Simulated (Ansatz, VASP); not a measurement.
**PbSe in VASP and in Ansatz**

```xyz
2
Lattice="0.0000 3.5718 3.4232 3.5718 0.0000 3.4232 3.5718 3.5718 0.0000" Properties=species:S:1:pos:R:3 pbc="T T T"
Pb    0.0000    0.0000    0.0000
Se    1.7859    1.7859    1.7116
```

Change from the starting cell: biaxial_xy strain +4.3%.

Alike in both runs: task single point; functional r2SCAN; k mesh 6 × 6 × 6; no spin polarisation.

```csv
,VASP,Ansatz
version,VASP 6.6.1,Ansatz 0.2.0
potentials or method,"VASP PAW PBE potentials, release 64 (Pb_d, Se)","plane waves, PAW"
plane-wave cutoff (eV),520,500
occupations,"gaussian, width 0.01 eV",fixed
valence electrons in the cell,20,30
```

|  | VASP | Ansatz | Ansatz less VASP |
| --- | --- | --- | --- |
| gap on the k mesh at the Fermi level (eV) | 0.98 | 0.98 | 0.000 |
| pressure (GPa) | -2.4 | -2.4 | 0.00 |
| traceless stress, the component that is largest in VASP (GPa) | 0.19 | 0.19 | +0.001 |

VASP's potentials were made for PBE, not for r2SCAN. VASP's potentials hold 20 valence electrons a cell and Ansatz's 30, so a difference there can come from the potentials and not from the codes.

Spin-orbit coupling is off throughout.
